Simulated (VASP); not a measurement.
## BN: single point with PBEsol

The system is BN.

```
B N
1.0
     0.00000    1.81300    1.81300
     1.81300    0.00000    1.81300
     1.81300    1.81300    0.00000
B N
1 1
Direct
  0.00000 0.00000 0.00000
  0.79777 0.73408 0.73408
```

This cell differs from its parent crystal: all N atoms moved -0.100 Å, as atom 2 towards its neighbour atom 1 (B) at 1.570 Å.

| Quantity | Value |
| --- | --- |
| Program | VASP 6.6.1 |
| Task | single point |
| Functional | PBEsol |
| Potentials or basis | VASP PAW PBE potentials, release 64 (B, N) |
| Cutoff | 520 eV |
| k mesh | 12 × 12 × 12 |
| Occupations | gaussian, width 0.05 eV |
| Spin | no spin polarisation |

```
Pressure               : -3.3 GPa
Largest force          : 1.835 eV/Å
Band gap on the k mesh : 3.32 eV, indirect (least direct gap 7.26 eV)
```

Forces on the atoms (eV/Å):
```
B   -1.059  1.059  1.059
N    1.059 -1.059 -1.059
```

Stress tensor (GPa, compression positive):
```
-3.33 -0.61 -0.61
-0.61 -3.33  0.61
-0.61  0.61 -3.33
```

Levels at points of the mesh, in eV from the valence-band top:
```tsv
k point	band 1	band 2	band 3	band 4	band 5	band 6	band 7	band 8
(0.00, 0.00, 0.00)	-21.03	-1.38	-1.38	0.00	7.26	8.25	8.25	9.25
(0.50, 0.00, 0.00)	-16.79	-11.32	-3.01	-3.01	9.13	9.38	9.38	13.49
(0.00, 0.50, 0.00)	-16.83	-11.66	-3.42	-2.03	8.08	9.56	11.14	14.25
(0.50, 0.50, 0.00)	-15.46	-9.81	-6.03	-5.46	3.32	7.98	16.78	17.37
```

It took 17 s on 1 thread of Intel(R) Xeon(R) Platinum 8259CL CPU @ 2.50GHz (Skylake/Cascade Lake), on a shared host, peak memory 0.14 GiB.

Caveat: the cell differs from its parent crystal (all N atoms moved -0.100 Å, as atom 2 towards its neighbour atom 1 (B) at 1.570 Å); the PAW data sets were made with another functional, which shifts forces and pressure a little. A k mesh can miss the band edges.
